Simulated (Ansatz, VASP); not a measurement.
**MoS2 in VASP and in Ansatz**

File INCAR:

```
SYSTEM = MoS2
PREC = Accurate
ENCUT = 520
EDIFF = 1E-6
ISMEAR = -1
SIGMA = 0.05
LREAL = .FALSE.
LASPH = .TRUE.
NELM = 60
ALGO = Normal
ISIF = 2
LWAVE = .FALSE.
LCHARG = .FALSE.
GGA = PS
NBANDS = 20
```

Contents of KPOINTS:

```
regular mesh
0
G
  13 13 13
  0 0 0
```

Contents of POSCAR:

```
MoS2
1.0
    1.5601261102      0.9007392297      6.0405721524
   -1.5601261102      0.9007392297      6.0405721524
    0.0000000000     -1.8014784593      6.0405721524
Mo S
1 2
Direct
    0.0000000000      0.0000000000      0.0000000000
    0.7484000000      0.7484000000      0.7484000000
    0.5849000000      0.5849000000      0.5849000000
```

Input for Ansatz:

```yaml
crystal:
  lattice:
    - [1.5601261102, 0.9007392297, 6.0405721524]
    - [-1.5601261102, 0.9007392297, 6.0405721524]
    - [0.0, -1.8014784593, 6.0405721524]
  atoms:
    - { symbol: Mo, position: [0.0, 0.0, 0.0] }
    - { symbol: S, position: [0.7484, 0.7484, 0.7484] }
    - { symbol: S, position: [0.5849, 0.5849, 0.5849] }
kpoints:
  mp_grid: { grid: [13, 13, 13] }
  band_path:
    path:
      - [0.0, 0.0, 0.0]
      - [0.5, 0.5, 0.5]
      - [0.8185098338, 0.1814901662, 0.5]
      - [0.5, -0.1814901662, 0.1814901662]
      - [0.5, 0.0, 0.0]
      - [0.0, 0.0, 0.0]
      - [0.3407450831, -0.3407450831, 0.0]
      - [0.6592549169, 0.0, 0.3407450831]
      - [0.5, 0.0, 0.5]
    npoints: 5
scf:
  occupations: { method: fermi_dirac, width: 0.05 }
hamiltonian:
  xc: pbesol
  pseudopotentials: { kind: all_electron, lapw: { basis_error: 0.0005 } }
output:
  forces: true
  stress: true
  eigenvalues: true
```

Change from the starting cell: volume scaled by 0.96.

Alike in both runs: task single point; functional PBEsol; k mesh 13 × 13 × 13; occupations fermi-dirac, width 0.05 eV; no spin polarisation.

```csv
,VASP,Ansatz
version,VASP 6.6.1,Ansatz 0.2.0
potentials or method,"VASP PAW PBE potentials, release 64 (Mo_sv, S), cutoff 520 eV","all-electron LAPW, scalar-relativistic"
```

|  | VASP | Ansatz | Ansatz less VASP |
| --- | --- | --- | --- |
| pressure (GPa) | 11.7 | 11.8 | +0.07 |
| traceless stress, the component that is largest in VASP (GPa) | 5.75 | 5.76 | +0.016 |
| rms of the force components (eV/Å) | 0.856 | 0.859 | +0.0026 |

VASP's potentials were made for PBE, not for PBEsol. Atom by atom the forces differ by 0.003 eV/Å (rms over components). Ansatz ran all-electron here, and VASP with PAW potentials.
